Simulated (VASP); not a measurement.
# Li4MoAs2 (I4/mmm) in VASP: notebook

The runs below take Li4MoAs2 through single point, with PBE.

Everything below comes from runs of VASP 6.6.1. Logs are shortened: lines on timing, memory, paths and dates and some standing lists are left out, and cuts for length are marked.

### Step 1. The cell of the first run

It takes space group I4/mmm (No. 139, tetragonal). Conventional cell: a = 3.941 Å, b = 3.941 Å, c = 12.854 Å, α = 90.00°, β = 90.00°, γ = 90.00°. Within 2.6 Å of Li (site symmetry mmm) lie 2 Mo at 1.97 Å. Within 2.6 Å of Li (site symmetry 4mm) lie 1 Mo at 1.97 Å and 1 As at 2.58 Å. Mo (site symmetry 4/mmm) has 6 Li at 1.97 Å within 2.6 Å. As (site symmetry 4mm) has 9 Li at 2.58 to 2.79 Å and 4 Mo at 3.36 Å within 3.4 Å.

### Step 2. Single point, PBE

Input file INCAR:

```
  ALGO = Normal
  EDIFF = 1E-7
  ENCUT = 520
  GGA = PE
  ISIF = 2
  ISMEAR = 0
  LASPH = T
  LCHARG = T
  LELF = T
  LREAL = F
  LVHAR = T
  LWAVE = F
  NBANDS = 27
  NELM = 100
  PREC = Accurate
  SIGMA = 0.1
```

Input file KPOINTS:

```
k-points
0
Gamma
  6 6 6
```

Input file POSCAR:

```
Li4MoAs2
1.0
   -1.9706012064      1.9706012064      6.4269196584
    1.9706012064     -1.9706012064      6.4269196584
    1.9706012064      1.9706012064     -6.4269196584
Li Mo As
4 1 2
Direct
    0.5000000000      0.0000000000      0.5000000000
    0.0000000000      0.5000000000      0.5000000000
    0.1533100000      0.1533100000      0.0000000000
    0.8466900000      0.8466900000      0.0000000000
    0.0000000000      0.0000000000      0.0000000000
    0.3537700000      0.3537700000      0.0000000000
    0.6462300000      0.6462300000      0.0000000000
```

Potentials or basis: VASP PAW PBE potentials, release 64 (Li_sv, Mo_sv, As).

On the command line:

```
$ cat potpaw_PBE.64/Li_sv/POTCAR potpaw_PBE.64/Mo_sv/POTCAR potpaw_PBE.64/As/POTCAR > POTCAR
$ mpirun -np 1 vasp_std > vasp.out
```

OUTCAR:

```text
EDIFF = 1E-7
   ENCUT = 520
   GGA = PE
   ISIF = 2
   ISMEAR = 0
   LASPH = T
   LREAL = F
   NELM = 100
   PREC = Accurate

 ion  position               nearest neighbor table
   1  0.500  0.000  0.500-   5 1.97   5 1.97   6 2.72   7 2.72   6 2.72   7 2.72
   2  0.000  0.500  0.500-   5 1.97   5 1.97   6 2.72   7 2.72   7 2.72   6 2.72
   3  0.153  0.153  0.000-   5 1.97   6 2.58
   4  0.847  0.847  0.000-   5 1.97   7 2.58
   5  0.000  0.000  0.000-   1 1.97   2 1.97   2 1.97   1 1.97   3 1.97   4 1.97
   6  0.354  0.354  0.000-   3 2.58   1 2.72   2 2.72   1 2.72   2 2.72
   7  0.646  0.646  0.000-   4 2.58   2 2.72   1 2.72   1 2.72   2 2.72

  LATTYP: Found a body centered tetragonal cell.
 ALAT       =     3.9412024128
 C/A-ratio  =     3.2614004485

  Lattice vectors:

 A1 = (  -1.9706012064,   1.9706012064,   6.4269196584)
 A2 = (   1.9706012064,  -1.9706012064,   6.4269196584)
 A3 = (   1.9706012064,   1.9706012064,  -6.4269196584)

Analysis of symmetry for initial positions (statically):
=====================================================================
 Subroutine PRICEL returns:
 Original cell was already a primitive cell.

 Routine SETGRP: Setting up the symmetry group for a
 body centered tetragonal supercell.

 Subroutine GETGRP returns: Found 16 space group operations
 (whereof 16 operations were pure point group operations)
 out of a pool of 16 trial point group operations.

The static configuration has the point symmetry D_4h.

Analysis of symmetry for dynamics (positions and initial velocities):
=====================================================================
 Subroutine PRICEL returns:
 Original cell was already a primitive cell.

 Routine SETGRP: Setting up the symmetry group for a
 body centered tetragonal supercell.

 Subroutine GETGRP returns: Found 16 space group operations
 (whereof 16 operations were pure point group operations)
 out of a pool of 16 trial point group operations.

The dynamic configuration has the point symmetry D_4h.

 Subroutine INISYM returns: Found 16 space group operations
 (whereof 16 operations are pure point group operations),
 and found     1 'primitive' translations

----------------------------------------------------------------------------------------

                                     Primitive cell

  volume of cell :      99.8298

  direct lattice vectors                    reciprocal lattice vectors
    -1.970601206  1.970601206  6.426919658     0.000000000  0.253729673  0.077797767
     1.970601206 -1.970601206  6.426919658     0.253729673  0.000000000  0.077797767
     1.970601206  1.970601206 -6.426919658     0.253729673  0.253729673  0.000000000

  length of vectors
     7.005129158  7.005129158  7.005129158     0.265388846  0.265388846  0.358827945

  position of ions in fractional coordinates (direct lattice)
     0.500000000  0.000000000  0.500000000
     0.000000000  0.500000000  0.500000000
     0.153310000  0.153310000  0.000000000
     0.846690000  0.846690000  0.000000000
     0.000000000  0.000000000  0.000000000
     0.353770000  0.353770000  0.000000000
     0.646230000  0.646230000  0.000000000

  ion indices of the primitive-cell ions
   primitive index   ion index
                 1           1
                 2           2
                 3           3
                 4           4
                 5           5
                 6           6
                 7           7

----------------------------------------------------------------------------------------

 KPOINTS: k-points

Automatic generation of k-mesh.
 Grid dimensions read from file:
 generate k-points for:    6    6    6

 Generating k-lattice:

  Cartesian coordinates                     Fractional coordinates (reciprocal lattice)
     0.000000000  0.042288279  0.012966295     0.166666667 -0.000000000  0.000000000
     0.042288279  0.000000000  0.012966295    -0.000000000  0.166666667  0.000000000
     0.042288279  0.042288279  0.000000000     0.000000000  0.000000000  0.166666667

  Length of vectors
     0.044231474  0.044231474  0.059804657

  Shift w.r.t. Gamma in fractional coordinates (k-lattice)
     0.000000000  0.000000000  0.000000000

 Subroutine IBZKPT returns following result:
 ===========================================

 Found     30 irreducible k-points:

 Following reciprocal coordinates:
            Coordinates               Weight
  0.000000  0.000000  0.000000      1.000000
  0.166667  0.000000  0.000000      8.000000
  0.333333  0.000000 -0.000000      8.000000
  0.500000  0.000000  0.000000      4.000000
  0.166667  0.166667  0.000000      8.000000
  0.333333  0.166667  0.000000     16.000000
[... 16 lines left out ...]
 -0.333333 -0.333333  0.166667      8.000000
 -0.166667 -0.333333  0.166667      8.000000
 [... further k-points ...]
   k-points           NKPTS =     30   k-points in BZ     NKDIM =     30   number of bands    NBANDS=     27
   number of dos      NEDOS =    301   number of ions     NIONS =      7
   total plane-waves  NPLWV = 157464
   dimension x,y,z NGX =    54 NGY =   54 NGZ =   54
   dimension x,y,z NGXF=   108 NGYF=  108 NGZF=  108
   ions per type =               4   1   2
   NGX,Y,Z   is equivalent  to a cutoff of  12.82, 12.82, 12.82 a.u.
   NGXF,Y,Z  is equivalent  to a cutoff of  25.63, 25.63, 25.63 a.u.
 SYSTEM =  unknown system
   PREC   = accura    normal or accurate (medium, high low for compatibility)
   ISTART =      0    job   : 0-new  1-cont  2-samecut
   ICHARG =      2    charge: 1-file 2-atom 10-const
   ISPIN  =      1    spin polarized calculation?
   LNONCOLLINEAR =      F non collinear calculations
   LSORBIT =      F    spin-orbit coupling
   LASPH  =      T    aspherical Exc in radial PAW
   ENCUT  =  520.0 eV  38.22 Ry    6.18 a.u.  13.02 13.02 13.02*2*pi/ulx,y,z
   NELM   =    100;   NELMIN=  2; NELMDL= -5     # of ELM steps
   EDIFF  = 0.1E-06   stopping-criterion for ELM
   LREAL  =      F    real-space projection
   EDIFFG = 0.1E-05   stopping-criterion for IOM
   NSW    =      0    number of steps for IOM
   IBRION =     -1    ionic relax: 0-MD 1-quasi-New 2-CG
   NFREE  =      0    steps in history (QN), initial steepest desc. (CG)
   ISIF   =      2    stress and relaxation
   ISYM   =      2    0-nonsym 1-usesym 2-fastsym
   POTIM  = 0.5000    time-step for ionic-motion
   TEBEG  =    0.0;   TEEND  =   0.0 temperature during run
   PSTRESS=    0.0 pullay stress
   NELECT =      36.0000    total number of electrons
   NUPDOWN=      -1.0000    fix difference up-down
   EMIN   =  10.00;   EMAX   =-10.00  energy-range for DOS
   EFERMI =   0.00;   METHOD = LEGACY
   ISMEAR =     0;   SIGMA  =   0.10  broadening in eV -4-tet -1-fermi 0-gaus
   EFERMI_NEDOS =   21; number of points for ismear=-14 and -15
   IALGO  =     38    algorithm
   IMIX   =      4    mixing-type and parameters
     AMIX     =   0.40;   BMIX     =  1.00
     AMIX_MAG =   1.60;   BMIX_MAG =  1.00
  volume/ion in A,a.u.               =      14.26        96.24
  Fermi-wavevector in a.u.,A,eV,Ry     =   1.165258  2.202019 18.474357  1.357827
  Thomas-Fermi vector in A             =   2.301786
   LORBIT       =      0    0 simple, 1 ext, 2 COOP (PROOUT), +10 PAW based schemes
   GGA     = PE    functional components
   LHFCALC =     F    Hartree Fock is set to
   AEXX    =    0.0000 exact exchange contribution
   IVDW    =     0    specifies the selected vdW correction
   LEPSILON=     F    determine dielectric tensor
   LRPA    =     F    only Hartree local field effects (RPA)
 non-spin polarized calculation
 Gauss-broadening in eV      SIGMA  =   0.10
  energy-cutoff  :      520.00
  volume of cell :       99.83
 maximum number of plane-waves:      2735
 NGX is ok and might be reduce to    54
   NGX = 27   NGY = 27   NGZ = 27

 number of electron      35.9999995 magnetization

 Free energy of the ion-electron system (eV)
  ---------------------------------------------------
  ext. energy  EPLUGINS =         0.00000000
  ---------------------------------------------------
  free energy    TOTEN  =       -19.18461431 eV

  energy without entropy =      -19.14496867  energy(sigma->0) =      -19.16479149

 E-fermi :   5.1383     XC(G=0):  -9.9631

 val. band max:        5.1329965516   @ k =   0.1667   0.1667   0.0000
 cond. band min:       5.1396327400   @ k =  -0.1667   0.5000   0.1667
 fundamental gap:      0.0066361884
 Fermi energy:         5.1383304487

 k-point     1 :       0.0000    0.0000    0.0000
  band No.  band energies     occupation
      1     -54.6099      2.00000
      2     -40.9921      2.00000
      3     -40.9658      2.00000
      4     -40.9600      2.00000
      5     -40.9430      2.00000
      6     -29.0302      2.00000
[... 19 lines left out ...]
     26      11.1052      0.00000
     27      11.9842      0.00000

 k-point     2 :       0.1667    0.0000    0.0000
  band No.  band energies     occupation
      1     -54.6075      2.00000
      2     -40.9921      2.00000
      3     -40.9802      2.00000
      4     -40.9611      2.00000
      5     -40.9469      2.00000
      6     -29.0296      2.00000
[... 19 lines left out ...]
     26      10.8044      0.00000
     27      11.3097      0.00000

 k-point     3 :       0.3333    0.0000   -0.0000
  band No.  band energies     occupation
      1     -54.6027      2.00000
      2     -41.0180      2.00000
      3     -40.9922      2.00000
      4     -40.9611      2.00000
      5     -40.9484      2.00000
      6     -29.0282      2.00000
[... 19 lines left out ...]
     26      10.3372      0.00000
     27      11.8974      0.00000

 k-point     4 :       0.5000    0.0000    0.0000
  band No.  band energies     occupation
      1     -54.6003      2.00000
      2     -41.0375      2.00000
      3     -40.9924      2.00000
      4     -40.9610      2.00000
      5     -40.9486      2.00000
      6     -29.0275      2.00000
[... 19 lines left out ...]
     26      11.1041      0.00000
     27      12.3701      0.00000

 k-point     5 :       0.1667    0.1667    0.0000
  band No.  band energies     occupation
      1     -54.6051      2.00000
      2     -40.9923      2.00000
      3     -40.9837      2.00000
      4     -40.9738      2.00000
      5     -40.9505      2.00000
      6     -28.9866      2.00000
[... 19 lines left out ...]
     26      10.7879      0.00000
     27      11.1300      0.00000

 k-point     6 :       0.3333    0.1667    0.0000
  band No.  band energies     occupation
      1     -54.6003      2.00000
      2     -41.0179      2.00000
      3     -40.9923      2.00000
      4     -40.9781      2.00000
      5     -40.9514      2.00000
      6     -28.9851      2.00000
[... 444 lines left out ...]
      1     -54.6003      2.00000
      2     -41.0180      2.00000
      3     -40.9926      2.00000
      4     -40.9781      2.00000
      5     -40.9512      2.00000
      6     -28.9851      2.00000
[... 19 lines left out ...]
     26      10.8176      0.00000
     27      12.0290      0.00000

 k-point    22 :      -0.1667    0.5000    0.1667
  band No.  band energies     occupation
      1     -54.6027      2.00000
      2     -41.0180      2.00000
      3     -40.9926      2.00000
      4     -40.9611      2.00000
      5     -40.9482      2.00000
      6     -29.0282      2.00000
[... 19 lines left out ...]
     26      10.9536      0.00000
     27      12.3030      0.00000

 k-point    23 :      -0.3333   -0.3333    0.1667
  band No.  band energies     occupation
      1     -54.6051      2.00000
      2     -40.9928      2.00000
      3     -40.9837      2.00000
      4     -40.9738      2.00000
      5     -40.9501      2.00000
      6     -28.9866      2.00000
[... 19 lines left out ...]
     26      11.0098      0.00000
     27      11.0641      0.00000

 k-point    24 :      -0.1667   -0.3333    0.1667
  band No.  band energies     occupation
      1     -54.6075      2.00000
      2     -40.9927      2.00000
      3     -40.9803      2.00000
      4     -40.9609      2.00000
      5     -40.9467      2.00000
      6     -29.0296      2.00000
[... 19 lines left out ...]
     26      10.6053      0.00000
     27      11.1056      0.00000

 [... further k-points ...]
[... 5 lines left out ...]
  --------------------------------------------------------------------------------------
  -------------------------------------------------------------------------------------
  Total       10.4828786     10.4828786     12.7106181      0.0000000     -0.0000000      0.0000000
  in kB      168.2405912    168.2405912    203.9937692      0.0000000     -0.0000000      0.0000000
  external PRESSURE =     180.1583172 kB  Pullay stress =       0.0000000 kB

 VOLUME and BASIS-vectors are now :
 -----------------------------------------------------------------------------
  energy-cutoff  :      520.00
  volume of cell :       99.83
      direct lattice vectors                 reciprocal lattice vectors
    -1.970601206  1.970601206  6.426919658     0.000000000  0.253729673  0.077797767
     1.970601206 -1.970601206  6.426919658     0.253729673  0.000000000  0.077797767
     1.970601206  1.970601206 -6.426919658     0.253729673  0.253729673  0.000000000

 POSITION                                       TOTAL-FORCE (eV/Angst)
 -----------------------------------------------------------------------------------
      0.00000      1.97060      0.00000         0.000000      0.000000     -0.000000
      1.97060      0.00000      0.00000         0.000000      0.000000     -0.000000
      0.00000      0.00000      1.97062        -0.000000     -0.000000      4.505511
      0.00000      0.00000     10.88322        -0.000000     -0.000000     -4.505511
      0.00000      0.00000      0.00000         0.000000      0.000000     -0.000000
      0.00000      0.00000      4.54730         0.000000      0.000000      1.935998
      0.00000      0.00000      8.30654         0.000000      0.000000     -1.935998
 -----------------------------------------------------------------------------------
    total drift:                                0.000000     -0.000000     -0.000000

  FREE ENERGIE OF THE ION-ELECTRON SYSTEM (eV)
  ---------------------------------------------------
  free  energy   TOTEN  =       -19.1846143137 eV

  energy  without entropy=      -19.1449686656  energy(sigma->0) =      -19.16479149
```

Wall time 4 min (1 thread of Intel Xeon Platinum 8488C (Sapphire Rapids), shared host); peak memory 0.42 GiB.

What came out:

```yaml
Free_energy: -19.1846 eV
Largest_force: 4.506 eV/Å
Band_gap_on_the_k_mesh: zero (band 18 reaches 5.21 eV, above the bottom of band 19 at 4.92 eV)
```

Forces on the atoms (eV/Å):
```
Li   0.000  0.000  0.000
Li   0.000  0.000  0.000
Li   0.000  0.000  4.506
Li   0.000  0.000 -4.506
Mo   0.000  0.000  0.000
As   0.000  0.000  1.936
As   0.000  0.000 -1.936
```

Caveat: the k points lie up to 0.38 Å⁻¹ apart; the cutoff is under 1.25 times the usual one of these potentials, so pressure, stress and relaxed cells hold a basis-set (Pulay) error; forces of over 1 eV/Å act on the atoms, so gaps and moduli don't describe the material at rest.

### Step 3. Single point, PBE

This run uses another cell than the first one, of 19.29 Å³/atom, 1.352 times its volume.

Input file INCAR:

```
SYSTEM = Li4MoAs2
ALGO = Normal
EDIFF = 1E-6
ENCUT = 520
GGA = PE
ISIF = 2
ISMEAR = 0
LASPH = .True.
LCHARG = .True.
LELF = .True.
LREAL = .False.
LVHAR = .True.
LWAVE = .False.
NBANDS = 27
NELM = 80
PREC = Accurate
SIGMA = 0.1
```

Input file KPOINTS:

```
k-points
0
Gamma
  6 6 6
  0 0 0
```

Input file POSCAR:

```
Li4MoAs2
1.0
   -2.2672196687      2.2672196687      6.5665261380
    2.2672196687     -2.2672196687      6.5665261380
    2.2672196687      2.2672196687     -6.5665261380
Li Mo As
4 1 2
Direct
    0.5000000000      0.0000000000      0.5000000000
    0.0000000000      0.5000000000      0.5000000000
    0.2009452102      0.2009452102      0.0000000000
    0.7990547898      0.7990547898      0.0000000000
    0.0000000000      0.0000000000      0.0000000000
    0.4011208625      0.4011208625      0.0000000000
    0.5988791375      0.5988791375      0.0000000000
```

Potentials or basis: VASP PAW PBE potentials, release 64 (Li_sv, Mo_sv, As).

On the command line:

```
$ cat potpaw_PBE.64/Li_sv/POTCAR potpaw_PBE.64/Mo_sv/POTCAR potpaw_PBE.64/As/POTCAR > POTCAR
$ mpirun -np 1 vasp_std > vasp.out
```

It took 4 min on 1 thread of Intel Xeon Platinum 8488C (Sapphire Rapids), shared host; peak memory 0.44 GiB.

Results (log left out):

* Free energy: -23.5849 eV
* Largest force: 0.021 eV/Å
* Band gap on the k mesh: zero (band 18 reaches 3.43 eV, above the bottom of band 19 at 3.09 eV)

Forces on the atoms (eV/Å):
```
Li   0.000  0.000  0.000
Li   0.000  0.000  0.000
Li   0.000  0.000  0.006
Li   0.000  0.000 -0.006
Mo   0.000  0.000  0.000
As   0.000  0.000 -0.021
As   0.000  0.000  0.021
```

Levels at points of the mesh, in eV from the Fermi level:
| k point | band 15 | band 16 | band 17 | band 18 | band 19 | band 20 | band 21 | band 22 |
| --- | --- | --- | --- | --- | --- | --- | --- | --- |
| (0.00, 0.00, 0.00) | -1.43 | -0.81 | -0.40 | -0.24 | 0.40 | 1.16 | 1.33 | 1.33 |
| (0.50, 0.00, 0.00) | -0.63 | -0.45 | -0.39 | -0.14 | -0.07 | 0.38 | 1.48 | 2.36 |
| (0.50, 0.50, 0.00) | -2.59 | -1.46 | -0.62 | -0.39 | 0.33 | 0.82 | 1.20 | 1.71 |
| (0.50, 0.50, 0.50) | -1.14 | -0.84 | -0.72 | -0.42 | -0.23 | 0.53 | 1.43 | 1.46 |

Caveat: the cutoff is under 1.25 times the usual one of these potentials, so pressure, stress and relaxed cells hold a basis-set (Pulay) error.
